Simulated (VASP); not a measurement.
# Be2C: single point with r2SCAN

The system is Be2C.

```
C Be
1.0
     0.00000    2.09610    2.09610
     2.09610    0.00000    2.09610
     2.09610    2.09610    0.00000
C Be
1 2
Cartesian
  0.0000 0.0000 0.0000
  1.0481 1.0481 1.0481
  3.1442 3.1442 3.1442
```

This cell differs from its parent crystal: strain -3.0%.

```json
{"Program": "VASP 6.6.1", "Task": "single point", "Functional": "r2SCAN", "Potentials or basis": "VASP PAW PBE potentials, release 64 (C, Be)", "Cutoff": "660 eV", "k mesh": "10 × 10 × 10", "Occupations": "gaussian, width 0.01 eV", "Spin": "no spin polarisation"}
```

| Property | Result |
| --- | --- |
| Pressure | 22.8 GPa |
| Band gap on the k mesh | 1.57 eV, indirect (least direct gap 4.81 eV) |

Levels at points of the mesh, in eV from the valence-band top:
```
           k point  band 2  band 3  band 4  band 5  band 6  band 7
(0.00, 0.00, 0.00)    0.00    0.00    0.00    4.81    4.81    4.81
(0.50, 0.00, 0.00)   -9.71   -2.06   -2.06    5.73    5.73    8.67
(0.50, 0.50, 0.00)   -7.50   -5.33   -5.33    1.57    6.87   15.52
```

Run time: 36 s on 1 thread of Intel(R) Xeon(R) Platinum 8488C (Sapphire Rapids), with other jobs on the host, peak memory 0.16 GiB.

Caveat: the cell differs from its parent crystal (strain -3.0%); the PAW data sets were made with another functional, which shifts forces and pressure a little. A k mesh can miss the band edges.
